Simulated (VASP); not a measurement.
# PtS2 (P-3m1) in VASP: further runs, part 2 of 2

VASP 6.6.1.

### Step 4. Single point, PBEsol+U

POSCAR reads:

```
PtS2
1.0
    3.5432000000      0.0000000000      0.0000000000
   -1.7716000000      3.0685012107      0.0000000000
    0.0000000000      0.0000000000      5.0388000000
Pt S
1 2
Direct
    0.0000000000      0.0000000000      0.0000000000
    0.6666666667      0.3333333333      0.7730000000
    0.3333333333      0.6666666667      0.2270000000
```

INCAR.step1 reads:

```
PREC     = Accurate       # precision mode
ENCUT    = 430            # plane-wave cutoff, eV
EDIFF    = 1E-6           # SCF threshold, eV
ISMEAR   = -1             # smearing method
SIGMA    = 0.05           # smearing width, eV
LREAL    = F              # projectors in reciprocal space
LASPH    = T              # aspherical terms in the spheres
NELM     = 200            # most SCF steps
ALGO     = Normal         # electronic algorithm
ISIF     = 2              # what is computed and relaxed
LWAVE    = F              # write WAVECAR
LCHARG   = T              # write CHGCAR
LMAXMIX  = 4              # l up to which the mixer works
LDAU     = T              # DFT+U
LDAUTYPE = 2            
LDAUL    = 2 -1           # shell
LDAUU    = 1 0            # U, eV
LDAUJ    = 0 0          
LDAUPRINT= 1            
GGA      = PS             # functional
NBANDS   = 22             # bands
GGA_COMPAT= F            
NEDOS    = 2001           # points of the DOS
LORBIT   = 11             # projections on sites
```

KPOINTS.step1 reads:

```
regular mesh
0
Gamma
  9 9 5
```

INCAR.step2 reads:

```
PREC     = Accurate       # precision mode
ENCUT    = 430            # plane-wave cutoff, eV
EDIFF    = 1E-6           # SCF threshold, eV
ISMEAR   = -5             # smearing method
SIGMA    = 0.05           # smearing width, eV
LREAL    = F              # projectors in reciprocal space
LASPH    = T              # aspherical terms in the spheres
NELM     = 200            # most SCF steps
ALGO     = Normal         # electronic algorithm
ISIF     = 2              # what is computed and relaxed
LWAVE    = F              # write WAVECAR
LCHARG   = F              # write CHGCAR
LMAXMIX  = 4              # l up to which the mixer works
LDAU     = T              # DFT+U
LDAUTYPE = 2            
LDAUL    = 2 -1           # shell
LDAUU    = 1 0            # U, eV
LDAUJ    = 0 0          
LDAUPRINT= 1            
GGA      = PS             # functional
LORBIT   = 11             # projections on sites
NEDOS    = 1001           # points of the DOS
ICHARG   = 11             # starting density
GGA_COMPAT= F
```

KPOINTS.step2 reads:

```
regular mesh
0
Gamma
  14 14 8
```

Run with:

```console
cat potpaw_PBE.64/Pt_sv_GW/POTCAR potpaw_PBE.64/S/POTCAR > POTCAR
cp INCAR.step1 INCAR
cp KPOINTS.step1 KPOINTS
mpirun -np 1 vasp_std > vasp.out
cp INCAR.step2 INCAR
cp KPOINTS.step2 KPOINTS
mpirun -np 1 vasp_std > vasp.out
```

Run time: 34 s. Hardware: 1 thread of Intel Xeon 6975P-C (Granite Rapids), shared host; peak memory 0.25 GiB.

Results (log left out):

- Valence electrons inside the program's atomic spheres: Pt 18.69; S 3.64

Levels at points of the mesh, in eV from the valence-band top:
| k point | band 13 | band 14 | band 15 | band 16 | band 17 | band 18 |
| --- | --- | --- | --- | --- | --- | --- |
| (0.00, 0.00, 0.00) | -1.16 | -1.16 | -0.15 | 2.41 | 2.41 | 4.65 |
| (0.50, 0.00, 0.00) | -3.45 | -3.06 | -2.45 | 1.71 | 2.81 | 5.41 |
| (0.00, 0.00, 0.50) | -1.35 | -1.35 | -1.02 | 2.90 | 2.90 | 5.35 |
| (0.50, 0.00, 0.50) | -3.13 | -2.88 | -1.40 | 2.04 | 2.32 | 5.28 |

Eigenvalues of the final occupation matrices:
| site | spin | trace | eigenvalues |
| --- | --- | --- | --- |
| site 1 d | 1 | 3.78 | 0.61 0.61 0.85 0.85 0.85 |
| site 1 d | 2 | 3.78 | 0.61 0.61 0.85 0.85 0.85 |

Caveat: the PAW data sets were made with another functional, which shifts forces and pressure a little; spin-orbit coupling is left out, which moves the levels of the heavy elements.

### Step 5. Single point, PBEsol+U

POSCAR is that of step 4.

INCAR.step1 reads:

```
SYSTEM = PtS2
PREC = Accurate
ENCUT = 430
EDIFF = 1E-6
ISMEAR = -1
SIGMA = 0.05
LREAL = .FALSE.
LASPH = .TRUE.
NELM = 200
ALGO = Normal
ISIF = 2
LWAVE = .FALSE.
LCHARG = .TRUE.
LMAXMIX = 4
LDAU = .TRUE.
LDAUTYPE = 2
LDAUL = 2 -1
LDAUU = 8 0
LDAUJ = 0 0
LDAUPRINT = 1
GGA = PS
NBANDS = 22
GGA_COMPAT = .FALSE.
NEDOS = 2001
LORBIT = 11
```

KPOINTS.step1 reads:

```
Automatic mesh
0
G
  9 9 5
  0 0 0
```

INCAR.step2 reads:

```
SYSTEM = PtS2
PREC = Accurate
ENCUT = 430
EDIFF = 1E-6
ISMEAR = -5
SIGMA = 0.05
LREAL = .FALSE.
LASPH = .TRUE.
NELM = 200
ALGO = Normal
ISIF = 2
LWAVE = .FALSE.
LCHARG = .FALSE.
LMAXMIX = 4
LDAU = .TRUE.
LDAUTYPE = 2
LDAUL = 2 -1
LDAUU = 8 0
LDAUJ = 0 0
LDAUPRINT = 1
GGA = PS
LORBIT = 11
NEDOS = 1001
ICHARG = 11
GGA_COMPAT = .FALSE.
```

KPOINTS.step2 reads:

```
Automatic mesh
0
G
  14 14 8
  0 0 0
```

Potentials or basis: VASP PAW PBE potentials, release 64 (Pt_sv_GW, S).

Run with:

```console
cat potpaw_PBE.64/Pt_sv_GW/POTCAR potpaw_PBE.64/S/POTCAR > POTCAR
cp INCAR.step1 INCAR
cp KPOINTS.step1 KPOINTS
mpirun -np 1 vasp_std > vasp.out
cp INCAR.step2 INCAR
cp KPOINTS.step2 KPOINTS
mpirun -np 1 vasp_std > vasp.out
```

OUTCAR:

```text
SYSTEM = PtS2
   PREC = Accurate
   ENCUT = 430
   EDIFF = 1E-6
   ISMEAR = -5
   LREAL = .FALSE.
   LASPH = .TRUE.
   NELM = 200
   ISIF = 2
   GGA = PS
   LORBIT = 11
   ICHARG = 11

 ion  position               nearest neighbor table
   1  0.000  0.000  0.000-   2 2.34   3 2.34   2 2.34   3 2.34   2 2.34   3 2.34
   2  0.667  0.333  0.773-   1 2.34   1 2.34   1 2.34
   3  0.333  0.667  0.227-   1 2.34   1 2.34   1 2.34

  LATTYP: Found a hexagonal cell.
 ALAT       =     3.5432000000
 C/A-ratio  =     1.4221043125

  Lattice vectors:

 A1 = (   3.5432000000,   0.0000000000,   0.0000000000)
 A2 = (  -1.7716000000,   3.0685012107,   0.0000000000)
 A3 = (   0.0000000000,   0.0000000000,   5.0388000000)

Analysis of symmetry for initial positions (statically):
=====================================================================
 Subroutine PRICEL returns:
 Original cell was already a primitive cell.

 Routine SETGRP: Setting up the symmetry group for a
 hexagonal supercell.

 Subroutine GETGRP returns: Found 12 space group operations
 (whereof 12 operations were pure point group operations)
 out of a pool of 24 trial point group operations.

The static configuration has the point symmetry D_3d.

Analysis of symmetry for dynamics (positions and initial velocities):
=====================================================================
 Subroutine PRICEL returns:
 Original cell was already a primitive cell.

 Routine SETGRP: Setting up the symmetry group for a
 hexagonal supercell.

 Subroutine GETGRP returns: Found 12 space group operations
 (whereof 12 operations were pure point group operations)
 out of a pool of 24 trial point group operations.

The dynamic configuration has the point symmetry D_3d.

 Subroutine INISYM returns: Found 12 space group operations
 (whereof 12 operations are pure point group operations),
 and found     1 'primitive' translations

----------------------------------------------------------------------------------------

                                     Primitive cell

  volume of cell :      54.7834

  direct lattice vectors                    reciprocal lattice vectors
     3.543200000  0.000000000  0.000000000     0.282230752  0.162946001  0.000000000
    -1.771600000  3.068501211  0.000000000     0.000000000  0.325892001  0.000000000
     0.000000000  0.000000000  5.038800000     0.000000000  0.000000000  0.198459951

  length of vectors
     3.543200000  3.543200000  5.038800000     0.325892001  0.325892001  0.198459951

  position of ions in fractional coordinates (direct lattice)
     0.000000000  0.000000000  0.000000000
     0.666666667  0.333333333  0.773000000
     0.333333333  0.666666667  0.227000000

  ion indices of the primitive-cell ions
[... 100 lines left out ...]
  Fermi-wavevector in a.u.,A,eV,Ry     =   1.339365  2.531033 24.407466  1.793898
  Thomas-Fermi vector in A             =   2.467762
   LORBIT       =     11    0 simple, 1 ext, 2 COOP (PROOUT), +10 PAW based schemes
 LDA+U is selected, type is set to LDAUTYPE =  2
   angular momentum for each species LDAUL =     2   -1
   U (eV)           for each species LDAUU =   8.0  0.0
   J (eV)           for each species LDAUJ =   0.0  0.0
   GGA     = PS    functional components
   LHFCALC =     F    Hartree Fock is set to
   AEXX    =    0.0000 exact exchange contribution
   IVDW    =     0    specifies the selected vdW correction
   LEPSILON=     F    determine dielectric tensor
   LRPA    =     F    only Hartree local field effects (RPA)
 non-spin polarized calculation
 Fermi weights with tetrahedron method with Bloechl corrections
  energy-cutoff  :      430.00
  volume of cell :       54.78
 maximum number of plane-waves:      1128

atom =   1  type =  1  l = 2

 onsite density matrix

spin component  1

  0.8288  0.0000  0.0000  0.1784 -0.0000
  0.0000  0.7608  0.0000 -0.0000  0.1784
  0.0000  0.0000  0.9785 -0.0000  0.0000
  0.1784 -0.0000 -0.0000  0.7608 -0.0000
 -0.0000  0.1784  0.0000 -0.0000  0.8288

spin component  2

  0.8288  0.0000  0.0000  0.1784 -0.0000
  0.0000  0.7608  0.0000 -0.0000  0.1784
  0.0000  0.0000  0.9785 -0.0000  0.0000
  0.1784 -0.0000 -0.0000  0.7608 -0.0000
 -0.0000  0.1784  0.0000 -0.0000  0.8288

 occupancies and eigenvectors

  o =  0.6131  v =  0.6375 -0.0000 -0.0000 -0.7705  0.0000  0.0000  0.0000  0.0000  0.0000  0.0000      0.0000  0.0000  0.0000  0.0000  0.0000  0.0000  0.0000  0.0000  0.0000  0.0000
  o =  0.6131  v =  0.0000  0.0000  0.0000  0.0000  0.0000  0.6375 -0.0000 -0.0000 -0.7705  0.0000      0.0000  0.0000  0.0000  0.0000  0.0000  0.0000  0.0000  0.0000  0.0000  0.0000
  o =  0.6131  v =  0.0000  0.7705  0.0000 -0.0000 -0.6375  0.0000  0.0000  0.0000  0.0000  0.0000      0.0000  0.0000  0.0000  0.0000  0.0000  0.0000  0.0000  0.0000  0.0000  0.0000
  o =  0.6131  v =  0.0000  0.0000  0.0000  0.0000  0.0000  0.0000  0.7705  0.0000 -0.0000 -0.6375      0.0000  0.0000  0.0000  0.0000  0.0000  0.0000  0.0000  0.0000  0.0000  0.0000
  o =  0.9764  v =  0.0000  0.0000  0.0000  0.0000  0.0000  0.7705  0.0000 -0.0000  0.6375  0.0000      0.0000  0.0000  0.0000  0.0000  0.0000  0.0000  0.0000  0.0000  0.0000  0.0000
  o =  0.9764  v =  0.7705  0.0000 -0.0000  0.6375  0.0000  0.0000  0.0000  0.0000  0.0000  0.0000      0.0000  0.0000  0.0000  0.0000  0.0000  0.0000  0.0000  0.0000  0.0000  0.0000
  o =  0.9764  v = -0.0000  0.6375 -0.0000 -0.0000  0.7705  0.0000  0.0000  0.0000  0.0000  0.0000      0.0000  0.0000  0.0000  0.0000  0.0000  0.0000  0.0000  0.0000  0.0000  0.0000
  o =  0.9764  v =  0.0000  0.0000  0.0000  0.0000  0.0000 -0.0000  0.6375 -0.0000 -0.0000  0.7705      0.0000  0.0000  0.0000  0.0000  0.0000  0.0000  0.0000  0.0000  0.0000  0.0000
  o =  0.9785  v =  0.0000  0.0000  0.0000  0.0000  0.0000  0.0000  0.0000  1.0000  0.0000  0.0000      0.0000  0.0000  0.0000  0.0000  0.0000  0.0000  0.0000  0.0000  0.0000  0.0000
  o =  0.9785  v =  0.0000  0.0000  1.0000  0.0000  0.0000  0.0000  0.0000  0.0000  0.0000  0.0000      0.0000  0.0000  0.0000  0.0000  0.0000  0.0000  0.0000  0.0000  0.0000  0.0000

 number of electron      29.9999995 magnetization

 Free energy of the ion-electron system (eV)
  ---------------------------------------------------
  ext. energy  EPLUGINS =         0.00000000
  ---------------------------------------------------
  free energy    TOTEN  =       -10.89962196 eV

  energy without entropy =      -10.89962196  energy(sigma->0) =      -10.89962196

 E-fermi :   6.4797     XC(G=0): -10.9072

 val. band max:        6.4158746126   @ k =   0.0714   0.0714   0.0000
 cond. band min:       7.1529062758   @ k =   0.0000   0.2857   0.2500
 fundamental gap:      0.7370316632
 Fermi energy:         6.4797222771

 k-point     1 :       0.0000    0.0000    0.0000
  band No.  band energies     occupation
      1     -91.5634      2.00000
      2     -46.3244      2.00000
      3     -46.3244      2.00000
      4     -46.1028      2.00000
      5      -9.0880      2.00000
      6      -5.8136      2.00000
[... 505 lines left out ...]
      6      -6.8221      2.00000
[... 11 lines left out ...]
     18      12.1015      0.00000
     19      14.2111      0.00000

 [... further k-points ...]

------------------------ aborting loop because EDIFF is reached ----------------------------------------

  FORCE on cell =-STRESS in cart. coord.  units (eV):
  Direction    XX          YY          ZZ          XY          YZ          ZX
  --------------------------------------------------------------------------------------
  -------------------------------------------------------------------------------------
  Total        0.8636155      0.8636155      1.8025373      0.0000000      0.0000000      0.0000000
  in kB       25.2570079     25.2570079     52.7164019      0.0000000      0.0000000      0.0000000
  external PRESSURE =      34.4101392 kB  Pullay stress =       0.0000000 kB

 VOLUME and BASIS-vectors are now :
 -----------------------------------------------------------------------------
  energy-cutoff  :      430.00
  volume of cell :       54.78
      direct lattice vectors                 reciprocal lattice vectors
     3.543200000  0.000000000  0.000000000     0.282230752  0.162946001  0.000000000
    -1.771600000  3.068501211  0.000000000     0.000000000  0.325892001  0.000000000
     0.000000000  0.000000000  5.038800000     0.000000000  0.000000000  0.198459951

 POSITION                                       TOTAL-FORCE (eV/Angst)
 -----------------------------------------------------------------------------------
      0.00000      0.00000      0.00000         0.000000      0.000000      0.000000
      1.77160      1.02283      3.89499         0.000000     -0.000000     -0.983486
     -0.00000      2.04567      1.14381        -0.000000      0.000000      0.983486
 -----------------------------------------------------------------------------------
    total drift:                                0.000000     -0.000000      0.000000

  FREE ENERGIE OF THE ION-ELECTRON SYSTEM (eV)
  ---------------------------------------------------
  free  energy   TOTEN  =       -10.8996219624 eV

  energy  without entropy=      -10.8996219624  energy(sigma->0) =      -10.89962196

 total charge

# of ion       s       p       d       f       tot
--------------------------------------------------
    1        4.862   6.129   8.212   0.039  19.241
    2        1.352   2.298   0.000   0.000   3.650
    3        1.352   2.298   0.000   0.000   3.650
--------------------------------------------------
tot          7.565  10.725   8.212   0.039  26.541
```

Wall time 54 s (1 thread of Intel Xeon Platinum 8488C (Sapphire Rapids), shared host); peak memory 0.25 GiB.

Results:

```yaml
Valence_electrons_inside_the_program's_atomic_spheres: Pt 19.24; S 3.65
```

Eigenvalues of the final occupation matrices:
```tsv
site	spin	trace	eigenvalues
site 1 d	1	4.16	0.61 0.61 0.98 0.98 0.98
site 1 d	2	4.16	0.61 0.61 0.98 0.98 0.98
```

Caveat: the PAW data sets were made with another functional, which shifts forces and pressure a little; spin-orbit coupling is left out, which moves the levels of the heavy elements.
